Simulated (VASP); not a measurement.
BaHfO3, 5 atoms in the cell. Symmetry: P4/mmm, No. 123, tetragonal system. Conventional cell: a = 4.010 Å, b = 4.010 Å, c = 4.273 Å, α = 90.00°, β = 90.00°, γ = 90.00°. Ba (site symmetry 4/mmm) has 12 O at 2.84 to 2.93 Å and 8 Hf at 3.55 Å within 3.7 Å. Hf (site symmetry 4/mmm) has 6 O at 2.00 to 2.14 Å within 2.7 Å. O (site symmetry 4/mmm) has 2 Hf at 2.14 Å and 4 Ba at 2.84 Å and 8 O at 2.93 Å within 3.0 Å. O (site symmetry mmm) has 2 Hf at 2.00 Å within 2.7 Å.  This cell differs from its parent crystal: epitaxial xy strain -4.0%.

* Program: VASP 6.6.1
* Task: single point
* Functional: HSE06
* Potentials or basis: VASP PAW PBE potentials, release 64 (Ba_sv, Hf_pv, O)
* Cutoff: 520 eV
* k mesh: 4 × 4 × 4
* Occupations: gaussian, width 0.01 eV
* Spin: no spin polarisation
* Dipole correction: no
* Grid for exact exchange (PRECFOCK): Fast
* Further INCAR settings: ALGO = Normal; EDIFF = 1e-06; NBANDS = 27
* Share of exact exchange: 0.25
* Screening parameter: 0.2079 1/Å

Potentials or basis: VASP PAW PBE potentials, release 64 (Ba_sv, Hf_pv, O).

Command:

```console
$ cat potpaw_PBE.64/Ba_sv/POTCAR potpaw_PBE.64/Hf_pv/POTCAR potpaw_PBE.64/O/POTCAR > POTCAR
$ cp INCAR.step1 INCAR
$ mpirun -np 4 vasp_std > vasp.out
$ cp INCAR.step2 INCAR
$ mpirun -np 4 vasp_std > vasp.out
```

Hardware: 4 MPI ranks on Oxide Virtual Turin-like Processor, with other jobs on the host.

Question: Estimate the wall time of this run.

Answer: Wall time 9 min on 4 MPI ranks on Oxide Virtual Turin-like Processor, with other jobs on the host, peak memory 0.28 GiB a rank. Counts: k points 18.
